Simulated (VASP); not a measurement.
Here is a VASP 6.6.1 calculation.

File INCAR:

```
SYSTEM = Te
PREC = Accurate ; ENCUT = 520
EDIFF = 1E-6 ; ISMEAR = 0
SIGMA = 0.01 ; LREAL = .False.
LASPH = .True. ; NELM = 60
ALGO = Normal ; ISIF = 2
LWAVE = .False. ; LCHARG = .False.
GGA = PE ; NBANDS = 16
```

Contents of KPOINTS:

```
Automatic mesh
0
Gamma
  9 9 6
  0 0 0
```

POSCAR

```
Te
1.0
    4.4469268669      0.0000000000      0.0000000000
   -2.2234634334      3.8511516355      0.0000000000
    0.0000000000      0.0000000000      5.9149200000
Te
3
Direct
    0.2690000000      0.0000000000      0.1666666667
    0.0000000000      0.2690000000      0.8333333333
    0.7310000000      0.7310000000      0.5000000000
```

Potentials or basis: VASP PAW PBE potentials, release 64 (Te).

Launch:

```console
$ cat potpaw_PBE.64/Te/POTCAR > POTCAR
$ mpirun -np 1 vasp_std > vasp.out
```

**Question.** What does it give for the pressure?

**Answer.** 1.7 GPa.

**Question.** Estimate the largest force.

**Answer.** 0.188 eV/Å.

**Question.** What does it give for the band gap on the k mesh?

**Answer.** 0.17 eV, direct.

Stress tensor (GPa, compression positive):
```
1.52 0.00 0.00
0.00 1.52 0.00
0.00 0.00 2.05
```

Caveat: spin-orbit coupling is left out, which moves the levels of the heavy elements. A k mesh can miss the band edges.
